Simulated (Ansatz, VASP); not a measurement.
**ZnCd2Se3 in VASP and in Ansatz**

```
Zn Cd Se
1.0
    -2.05569    2.05569    8.72157
     2.05569   -2.05569    8.72157
     2.05569    2.05569   -8.72157
Zn Cd Se
1 2 3
Cartesian
  0.0000 0.0000 8.7216
  0.0000 0.0000 14.5360
  0.0000 0.0000 2.9072
  2.0557 0.0000 7.2680
  2.0557 0.0000 1.4536
  0.0000 2.0557 4.3608
```

Alike in both runs: task relaxation of cell and atoms; functional PBE; k mesh 6 × 6 × 6; occupations gaussian, width 0.1 eV; no spin polarisation.

|  | VASP | Ansatz |
| --- | --- | --- |
| version | VASP 6.6.1 | Ansatz 0.2.0 |
| potentials or method | VASP PAW PBE potentials, release 64 (Zn, Cd, Se), cutoff 600 eV | scalar-relativistic, plane waves, PAW |
| valence electrons in the cell | 54 | 100 |

Ansatz gave:

- gap on the k mesh at the Fermi level, each at its own relaxed structure (eV): 0.62
- relaxed volume (Å³/atom): 27.56
- relaxed length of the cell vector where the two differ most in proportion (Å): 9.575

Question: What did VASP give for the same quantities?

Answer: gap on the k mesh at the Fermi level, each at its own relaxed structure (eV): 0.61; relaxed volume (Å³/atom): 27.60; relaxed length of the cell vector where the two differ most in proportion (Å): 9.600.

VASP's potentials hold 54 valence electrons a cell and Ansatz's 100, so a difference there can come from the potentials and not from the codes.
